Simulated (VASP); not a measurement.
# Cu (Cmcm) in VASP: a series of runs, part 2 of 2

VASP 6.6.1. Earlier steps stand in the parts before.

## (3) Single point, LDA

This run uses another cell than the first one, of 11.99 Å³/atom.

Input file INCAR:

```
PREC     = Accurate       # precision mode
ENCUT    = 520            # plane-wave cutoff, eV
EDIFF    = 1E-6           # SCF threshold, eV
ISMEAR   = -1             # smearing method
SIGMA    = 0.05           # smearing width, eV
LREAL    = False          # projectors in reciprocal space
LASPH    = True           # aspherical terms in the spheres
NELM     = 80             # most SCF steps
ALGO     = Normal         # electronic algorithm
ISIF     = 2              # what is computed and relaxed
LWAVE    = False          # write WAVECAR
LCHARG   = False          # write CHGCAR
NBANDS   = 18             # bands
```

Input file KPOINTS:

```
regular mesh
0
Gamma
  11 11 11
```

Input file POSCAR:

```
Cu
1.0
    1.2184636900     -3.9763780104      0.0000000000
    1.2184636900      3.9763780104      0.0000000000
    0.0000000000      0.0000000000      2.4754955235
Cu
2
Direct
    0.8661333500      0.1338666500      0.7500000000
    0.1338666500      0.8661333500      0.2500000000
```

Potentials or basis: VASP PAW LDA potentials, release 64 (Cu).

Started as:

```sh
cat potpaw_LDA.64/Cu/POTCAR > POTCAR
mpirun -np 1 vasp_std > vasp.out
```

Run time: 72 s. Hardware: 1 thread of Intel Xeon Platinum 8375C at 2.90GHz (Ice Lake), shared host; peak memory 0.19 GiB.

The run converged. Its results:

```
Free energy            : -9.0779 eV
Pressure               : -6.7 GPa
Largest force          : 0.038 eV/Å
Band gap on the k mesh : zero (bands 11 and 12 overlap by 5.46 eV)
```

Forces on the atoms (eV/Å):
```
Cu   0.000  0.038  0.000
Cu   0.000 -0.038  0.000
```

Stress tensor (GPa, compression positive):
```
-6.19  0.00  0.00
 0.00 -7.54  0.00
 0.00  0.00 -6.46
```

Levels at points of the mesh, in eV from the Fermi level:
```tsv
k point	band 7	band 8	band 9	band 10	band 11	band 12	band 13	band 14	band 15	band 16
(0.00, 0.00, 0.00)	-2.38	-2.07	-1.87	-1.73	-1.49	-0.05	4.76	14.67	18.31	19.20
```

Caveat: the cell stands under tension.

## (4) Single point, LDA

This run uses another cell than the first one, of 12.23 Å³/atom.

Input file INCAR:

```
ALGO = Normal
EDIFF = 1E-6
ENCUT = 520
GGA = CA
ISIF = 2
ISMEAR = -1
LASPH = True
LCHARG = True
LELF = True
LREAL = False
LVHAR = True
LWAVE = False
NBANDS = 18
NELM = 80
PREC = Accurate
SIGMA = 0.05
```

Input file KPOINTS:

```
k-points
0
Gamma
  11 11 11
```

Input file POSCAR:

```
Cu
1.0
    1.2265332211     -4.0027124071      0.0000000000
    1.2265332211      4.0027124071      0.0000000000
    0.0000000000      0.0000000000      2.4918900114
Cu
2
Direct
    0.8661333500      0.1338666500      0.7500000000
    0.1338666500      0.8661333500      0.2500000000
```

Potentials or basis: VASP PAW LDA potentials, release 64 (Cu).

Started as:

```sh
cat potpaw_LDA.64/Cu/POTCAR > POTCAR
mpirun -np 1 vasp_std > vasp.out
```

OUTCAR:

```text
EDIFF = 1E-6
   ENCUT = 520
   GGA = CA
   ISIF = 2
   ISMEAR = -1
   LASPH = True
   LREAL = False
   NELM = 80
   PREC = Accurate

 ion  position               nearest neighbor table
   1  0.866  0.134  0.750-   2 2.48   2 2.48   2 2.55   2 2.55   2 2.55   2 2.55
   2  0.134  0.866  0.250-   1 2.48   1 2.48   1 2.55   1 2.55   1 2.55   1 2.55

  LATTYP: Found a base centered orthorhombic cell.
 ALAT       =     2.4530664422
 B/A-ratio  =     3.2634357865
 C/A-ratio  =     1.0158265461

  Lattice vectors:

 A1 = (   1.2265332211,  -4.0027124071,   0.0000000000)
 A2 = (   1.2265332211,   4.0027124071,   0.0000000000)
 A3 = (   0.0000000000,   0.0000000000,   2.4918900114)

Analysis of symmetry for initial positions (statically):
=====================================================================
 Subroutine PRICEL returns:
 Original cell was already a primitive cell.

 Routine SETGRP: Setting up the symmetry group for a
 base centered orthorhombic supercell.

 Subroutine GETGRP returns: Found  8 space group operations
[... 162 lines left out ...]
  free energy    TOTEN  =        -9.05398825 eV

  energy without entropy =       -9.04947066  energy(sigma->0) =       -9.05172946

 E-fermi :   6.9179     XC(G=0): -12.8596

 val. band max:        6.9174089609   @ k =  -0.3636   0.3636   0.4545
 cond. band min:       6.9332070905   @ k =  -0.3636   0.2727   0.2727
 fundamental gap:      0.0157981296
 Fermi energy:         6.9178531603

 k-point     1 :       0.0000    0.0000    0.0000
  band No.  band energies     occupation
      1      -2.1879      2.00000
      2       2.0202      2.00000
      3       2.7407      2.00000
      4       3.2044      2.00000
      5       3.8975      2.00000
      6       4.1580      2.00000
[... 481 lines left out ...]
      5       4.0032      2.00000
      6       4.0418      2.00000
[... 10 lines left out ...]
     17      27.9039      0.00000
     18      27.9969      0.00000

 [... further k-points ...]

------------------------ aborting loop because EDIFF is reached ----------------------------------------

  FORCE on cell =-STRESS in cart. coord.  units (eV):
  Direction    XX          YY          ZZ          XY          YZ          ZX
  --------------------------------------------------------------------------------------
  -------------------------------------------------------------------------------------
  Total       -1.3050782     -1.5426139     -1.3871039      0.0000000      0.0000000      0.0000000
  in kB      -85.4583563   -101.0125309    -90.8295145      0.0000000      0.0000000      0.0000000
  external PRESSURE =     -92.4334672 kB  Pullay stress =       0.0000000 kB

 VOLUME and BASIS-vectors are now :
 -----------------------------------------------------------------------------
  energy-cutoff  :      520.00
  volume of cell :       24.47
      direct lattice vectors                 reciprocal lattice vectors
     1.226533221 -4.002712407  0.000000000     0.407653043 -0.124915295  0.000000000
     1.226533221  4.002712407  0.000000000     0.407653043  0.124915295  0.000000000
     0.000000000  0.000000000  2.491890011     0.000000000  0.000000000  0.401301821

 POSITION                                       TOTAL-FORCE (eV/Angst)
 -----------------------------------------------------------------------------------
      1.22653     -2.93105      1.86892         0.000000      0.061409     -0.000000
      1.22653      2.93105      0.62297         0.000000     -0.061409      0.000000
 -----------------------------------------------------------------------------------
    total drift:                                0.000000      0.000000      0.000000

  FREE ENERGIE OF THE ION-ELECTRON SYSTEM (eV)
  ---------------------------------------------------
  free  energy   TOTEN  =        -9.0539882493 eV

  energy  without entropy=       -9.0494706638  energy(sigma->0) =       -9.05172946
```

stdout:

```text
POSCAR found type information on POSCAR Cu
 POSCAR found :  1 types and       2 ions
 scaLAPACK will be used
 LDA part: xc-table for (Slater(with rela. corr.)+CA(PZ))
 , standard interpolation
 POSCAR, INCAR and KPOINTS ok, starting setup
 FFT: planning ... GRIDC
 FFT: planning ... GRID_SOFT
 FFT: planning ... GRID
 WAVECAR not read
 entering main loop
```

Run time: 93 s. Hardware: 1 thread of Intel Xeon Platinum 8375C at 2.90GHz (Ice Lake), shared host; peak memory 0.2 GiB.

Results:

| Quantity | Value |
| --- | --- |
| Free energy | -9.0540 eV |
| Pressure | -9.2 GPa |
| Largest force | 0.061 eV/Å |
| Band gap on the k mesh | zero (bands 11 and 12 overlap by 5.41 eV) |

Forces on the atoms (eV/Å):
```
Cu   0.000  0.061  0.000
Cu   0.000 -0.061  0.000
```

Stress tensor (GPa, compression positive):
```
 -8.55   0.00   0.00
  0.00 -10.10   0.00
  0.00   0.00  -9.08
```

Caveat: the cell stands under tension.

## (5) Single point, LDA

This run uses another cell than the first one, of 12.47 Å³/atom.

Input file INCAR:

```
  PREC = Accurate
  ENCUT = 520
  EDIFF = 1E-6
  ISMEAR = -1
  SIGMA = 0.05
  LREAL = F
  LASPH = T
  NELM = 60
  ALGO = Normal
  ISIF = 2
  LWAVE = F
  LCHARG = F
  GGA = CA
  NBANDS = 18
```

Input file KPOINTS:

```
Automatic mesh
0
Gamma
  11 11 11
```

Input file POSCAR:

```
Cu
1.0
    1.2344979457     -4.0287047744      0.0000000000
    1.2344979457      4.0287047744      0.0000000000
    0.0000000000      0.0000000000      2.5080715687
Cu
2
Direct
    0.8661333500      0.1338666500      0.7500000000
    0.1338666500      0.8661333500      0.2500000000
```

Started as:

```sh
cat potpaw_LDA.64/Cu/POTCAR > POTCAR
mpirun -np 1 vasp_std > vasp.out
```

Run time: 81 s. Hardware: 1 thread of Intel Xeon Platinum 8375C at 2.90GHz (Ice Lake), shared host; peak memory 0.2 GiB.

Results (log left out):

- Free energy: -9.0230 eV
- Pressure: -11.5 GPa
- Largest force: 0.083 eV/Å
- Band gap on the k mesh: zero (bands 11 and 12 overlap by 5.36 eV)

Forces in eV/Å, atoms in the order of the input:
```
Cu   0.000  0.083  0.000
Cu   0.000 -0.083  0.000
```

Stress tensor (GPa, compression positive):
```
-10.63   0.00   0.00
  0.00 -12.36   0.00
  0.00   0.00 -11.38
```

Levels at points of the mesh, in eV from the Fermi level:
```
           k point  band 8  band 9  band 10  band 11  band 12  band 13  band 14  band 15
(0.00, 0.00, 0.00)   -2.01   -1.83    -1.70    -1.47     0.03     4.55    14.32    17.85
```

Caveat: the cell stands under tension.

## (6) Overview

| cell | gap on the mesh (eV) | pressure (GPa) | largest force (eV/Å) |
| --- | --- | --- | --- |
| a = 4.131, b = 4.131, c = 2.459 Å, angles 90.0, 90.0, 145.9°, 2 atoms | none | -3.9 | 0.01 |
| a = 4.159, b = 4.159, c = 2.475 Å, angles 90.0, 90.0, 145.9°, 2 atoms | none | -6.7 | 0.04 |
| a = 4.186, b = 4.186, c = 2.492 Å, angles 90.0, 90.0, 145.9°, 2 atoms | none | -9.2 | 0.06 |
| a = 4.214, b = 4.214, c = 2.508 Å, angles 90.0, 90.0, 145.9°, 2 atoms | none | -11.5 | 0.08 |

Alike in all rows: task single point; level LDA; potentials or basis VASP PAW LDA potentials, release 64 (Cu); no spin polarisation; k mesh 11 × 11 × 11; cutoff (eV) 520; smearing fermi-dirac 0.05 eV.

Caveats: the cell stands under tension.

Total energies depend on the potentials used, so only differences within one code and one set of settings carry meaning.

The gap in the log of VASP goes by the Fermi energy; the results here count the filled bands.